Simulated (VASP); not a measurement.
## Ga: relaxation of cell and atoms with LDA

Ga:

```xyz
3
Lattice="3.4824 0.0000 0.0000 -1.7412 3.0158 0.0000 0.0000 0.0000 2.0738" Properties=species:S:1:pos:R:3 pbc="T T T"
Ga    0.0000    0.0000    0.0000
Ga    0.0000    2.0105    1.0369
Ga    1.7412    1.0053    1.0369
```

This isn't the form of Ga at room conditions, which is orthorhombic.

* Program: VASP 6.6.1
* Task: relaxation of cell and atoms
* Functional: LDA
* Potentials or basis: VASP PAW LDA potentials, release 64 (Ga_d)
* Cutoff: 600 eV
* k mesh: 10 × 10 × 14
* Occupations: fermi-dirac, width 0.1 eV
* Spin: no spin polarisation
* Target pressure: 450 GPa
* Dipole correction: no
* Further INCAR settings: ALGO = Normal; EDIFF = 1e-06; IBRION = 2; EDIFFG = -0.005; NSW = 32; ISIF = 3

| Property | Result |
| --- | --- |
| Relaxed volume | 7.31 Å³/atom |
| Relaxed cell | a = 3.492 Å, b = 3.492 Å, c = 2.078 Å, α = 90.00°, β = 90.00°, γ = 120.00° |
| Space group after relaxing (to 0.1 Å) | P6/mmm (No. 191) |
| Energy change on relaxing (the run minimises the enthalpy) | -153.4 meV/atom |
| Ionic steps | 10 |
| Pressure after relaxing | 450.0 GPa |
| Band gap on the k mesh | zero (an odd number of electrons rules out a gap without spin polarisation) |

Stress tensor (GPa, compression positive):
```
450.03   0.00   0.00
  0.00 450.03   0.00
  0.00   0.00 449.94
```

The path:
```csv
step,energy change (eV),largest force (eV/Å),pressure (GPa),volume (Å³)
1,0.0000,0.0000,461.93,21.78
2,-4.3976,0.0000,349.74,23.53
3,-0.4776,0.0000,449.41,21.95
4,-0.4562,0.0000,450.10,21.94
5,-0.4652,0.0000,449.85,21.94
6,-0.4634,0.0000,449.91,21.94
7,-0.4646,0.0000,449.90,21.94
8,-0.4647,0.0000,449.88,21.94
9,-0.4307,0.0000,450.79,21.93
10,-0.4603,0.0000,450.00,21.94
```

Final structure:
```yaml
crystal:
  lattice:
    - [3.49200, 0.00000, 0.00000]
    - [-1.74600, 3.02416, 0.00000]
    - [0.00000, 0.00000, 2.07768]
  atoms:
    - { symbol: Ga, position: [0.00000, 0.00000, 0.00000] }
    - { symbol: Ga, position: [0.33333, 0.66667, 0.50000] }
    - { symbol: Ga, position: [0.66667, 0.33333, 0.50000] }
```

Levels at points of the mesh, in eV from the Fermi level:
```csv
k point,band 16,band 17,band 18,band 19,band 20,band 21,band 22,band 23
"(0.00, 0.00, 0.00)",-17.11,-4.84,-4.84,-4.76,-4.76,-1.38,-1.21,11.07
"(0.50, 0.00, 0.00)",-16.69,-16.37,-11.12,-5.13,7.92,7.97,9.19,9.29
"(0.00, 0.00, 0.50)",-12.37,-11.38,1.39,1.62,1.62,3.15,3.15,4.18
"(0.50, 0.00, 0.50)",-9.94,-9.54,-6.05,-5.55,-1.17,0.68,1.47,2.66
```

It took 120 s on 1 thread of Intel(R) Xeon(R) 6975P-C (Granite Rapids), on a shared host, peak memory 0.17 GiB.

Caveat: the cell is relaxed towards a set pressure, so the run minimises the enthalpy, not the energy.
